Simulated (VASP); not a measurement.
# TiN (Fm-3m) in VASP: notebook, part 2 of 2

VASP 6.6.1. Earlier steps stand in the parts before.

## (3) Single point, PBEsol

This run uses another cell than the first one, of 9.01 Å³/atom.

INCAR

```
PREC     = Accurate       # precision mode
ENCUT    = 520            # plane-wave cutoff, eV
EDIFF    = 1E-7           # SCF threshold, eV
ISMEAR   = -1             # smearing method
SIGMA    = 0.1            # smearing width, eV
LREAL    = F              # projectors in reciprocal space
LASPH    = T              # aspherical terms in the spheres
NELM     = 80             # most SCF steps
ALGO     = Normal         # electronic algorithm
ISIF     = 2              # what is computed and relaxed
LWAVE    = F              # write WAVECAR
LCHARG   = F              # write CHGCAR
GGA      = PS             # functional
NBANDS   = 16             # bands
```

KPOINTS

```
regular mesh
0
Gamma
  20 20 20
```

POSCAR

```
TiN
1.0
    0.0000000000      2.0804714845      2.0804714845
    2.0804714845      0.0000000000      2.0804714845
    2.0804714845      2.0804714845      0.0000000000
Ti N
1 1
Direct
    0.0000000000      0.0000000000      0.0000000000
    0.5000000000      0.5000000000      0.5000000000
```

Potentials or basis: VASP PAW PBE potentials, release 64 (Ti_sv, N).

Launch:

```
$ cat potpaw_PBE.64/Ti_sv/POTCAR potpaw_PBE.64/N/POTCAR > POTCAR
$ mpirun -np 1 vasp_std > vasp.out
```

Run time: 30 s. Hardware: 1 thread of Intel Xeon 6975P-C (Granite Rapids), shared host; peak memory 0.2 GiB.

It converged, with:

- Free energy: -20.7744 eV
- Pressure: 10.5 GPa
- Band gap on the k mesh: zero (an odd number of electrons rules out a gap without spin polarisation)

Levels at points of the mesh, in eV from the Fermi level:
```tsv
k point	band 5	band 6	band 7	band 8	band 9	band 10	band 11	band 12	band 13	band 14
(0.00, 0.00, 0.00)	-17.39	-2.08	-2.08	-2.08	-0.68	-0.68	-0.68	0.63	0.63	6.07
(0.50, 0.00, 0.00)	-14.62	-8.47	-5.79	-5.79	1.88	1.88	2.62	6.26	6.26	6.28
(0.50, 0.50, 0.00)	-15.94	-5.96	-3.37	-3.29	-3.29	1.81	2.65	2.65	4.11	11.33
```

Caveat: the cell stands under pressure; the PAW data sets were made with another functional, which shifts forces and pressure a little.

## (4) Single point, PBEsol

This run uses another cell than the first one, of 9.09 Å³/atom.

INCAR

```
SYSTEM = TiN
PREC = Accurate ; ENCUT = 520
EDIFF = 1E-6 ; ISMEAR = -1
SIGMA = 0.1 ; LREAL = .False.
LASPH = .True. ; NELM = 60
ALGO = Normal ; ISIF = 2
LWAVE = .False. ; LCHARG = .False.
GGA = PS ; NBANDS = 16
```

KPOINTS

```
Automatic mesh
0
Gamma
  20 20 20
  0 0 0
```

POSCAR

```
TiN
1.0
    0.0000000000      2.0866885445      2.0866885445
    2.0866885445      0.0000000000      2.0866885445
    2.0866885445      2.0866885445      0.0000000000
Ti N
1 1
Direct
    0.0000000000      0.0000000000      0.0000000000
    0.5000000000      0.5000000000      0.5000000000
```

Potentials or basis: VASP PAW PBE potentials, release 64 (Ti_sv, N).

Launch:

```
$ cat potpaw_PBE.64/Ti_sv/POTCAR potpaw_PBE.64/N/POTCAR > POTCAR
$ mpirun -np 1 vasp_std > vasp.out
```

OUTCAR:

```text
SYSTEM = TiN
   PREC = Accurate
   ENCUT = 520
   EDIFF = 1E-6
   ISMEAR = -1
   LREAL = .False.
   LASPH = .True.
   NELM = 60
   ISIF = 2
   GGA = PS

 ion  position               nearest neighbor table
   1  0.000  0.000  0.000-   2 2.09   2 2.09   2 2.09   2 2.09   2 2.09   2 2.09
   2  0.500  0.500  0.500-   1 2.09   1 2.09   1 2.09   1 2.09   1 2.09   1 2.09

  LATTYP: Found a face centered cubic cell.
 ALAT       =     4.1733770890

  Lattice vectors:

[... 641 lines left out ...]
 [... further k-points ...]

------------------------ aborting loop because EDIFF is reached ----------------------------------------

  FORCE on cell =-STRESS in cart. coord.  units (eV):
  Direction    XX          YY          ZZ          XY          YZ          ZX
  --------------------------------------------------------------------------------------
  -------------------------------------------------------------------------------------
  Total        0.8490222      0.8490222      0.8490222     -0.0000000      0.0000000     -0.0000000
  in kB       74.8560210     74.8560210     74.8560210     -0.0000000      0.0000000     -0.0000000
  external PRESSURE =      74.8560210 kB  Pullay stress =       0.0000000 kB

 VOLUME and BASIS-vectors are now :
 -----------------------------------------------------------------------------
  energy-cutoff  :      520.00
  volume of cell :       18.17
      direct lattice vectors                 reciprocal lattice vectors
     0.000000000  2.086688544  2.086688544    -0.239614101  0.239614101  0.239614101
     2.086688544  0.000000000  2.086688544     0.239614101 -0.239614101  0.239614101
     2.086688544  2.086688544  0.000000000     0.239614101  0.239614101 -0.239614101

 POSITION                                       TOTAL-FORCE (eV/Angst)
 -----------------------------------------------------------------------------------
      0.00000      0.00000      0.00000         0.000000     -0.000000     -0.000000
      2.08669      2.08669      2.08669        -0.000000      0.000000      0.000000
 -----------------------------------------------------------------------------------
    total drift:                                0.000000     -0.000000     -0.000000

  FREE ENERGIE OF THE ION-ELECTRON SYSTEM (eV)
  ---------------------------------------------------
  free  energy   TOTEN  =       -20.7836281721 eV

  energy  without entropy=      -20.7585268176  energy(sigma->0) =      -20.77107749
```

Wall time 29 s (1 thread of Intel Xeon 6975P-C (Granite Rapids), shared host); peak memory 0.19 GiB.

What came out:

```
Free energy            : -20.7836 eV
Pressure               : 7.5 GPa
Band gap on the k mesh : zero (an odd number of electrons rules out a gap without spin polarisation)
```

Levels at points of the mesh, in eV from the Fermi level:
| k point | band 7 | band 8 | band 9 | band 10 | band 11 | band 12 |
| --- | --- | --- | --- | --- | --- | --- |
| (0.00, 0.00, 0.00) | -2.07 | -2.07 | -0.67 | -0.67 | -0.67 | 0.63 |
| (0.50, 0.00, 0.00) | -5.74 | -5.74 | 1.85 | 1.85 | 2.58 | 6.18 |
| (0.50, 0.50, 0.00) | -3.33 | -3.28 | -3.28 | 1.78 | 2.62 | 2.62 |

Caveat: the cell stands under pressure; the PAW data sets were made with another functional, which shifts forces and pressure a little.

## (5) Summary

```csv
cell,gap on the mesh (eV),pressure (GPa)
"a = 2.928 Å, angles 60.0°, 2 atoms",none,15.5
"a = 2.942 Å, angles 60.0°, 2 atoms",none,10.5
"a = 2.951 Å, angles 60.0°, 2 atoms",none,7.5
```

Alike in all rows: task single point; level PBEsol; potentials or basis VASP PAW PBE potentials, release 64 (Ti_sv, N); no spin polarisation; k mesh 20 × 20 × 20; cutoff (eV) 520; smearing fermi-dirac 0.1 eV.

Caveats: the cell stands under pressure; the PAW data sets were made with another functional, which shifts forces and pressure a little.

Absolute energies hang on the potentials; compare differences alone.
